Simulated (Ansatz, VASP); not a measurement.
# One calculation of Zn, two programs

```xyz
1
Lattice="-1.5660 1.5660 1.5660 1.5660 -1.5660 1.5660 1.5660 1.5660 -1.5660" Properties=species:S:1:pos:R:3 pbc="T T T"
Zn    0.0000    0.0000    0.0000
```

Alike in both runs: functional PBE; k mesh 18 × 18 × 18; occupations fermi-dirac, width 0.05 eV; no spin polarisation.

Ansatz relaxed the structure, and its values are those at the end. VASP's run is a single point on that final structure, the one shown.

|  | VASP | Ansatz |
| --- | --- | --- |
| version | VASP 6.6.1 | Ansatz 0.2.0 |
| potentials or method | VASP PAW PBE potentials, release 64 (Zn), cutoff 520 eV | all-electron LAPW, scalar-relativistic |

|  | VASP | Ansatz | Ansatz less VASP |
| --- | --- | --- | --- |
| pressure (GPa) | 0.3 | 0.0 | -0.28 |

Ansatz ran all-electron here, and VASP with PAW potentials.
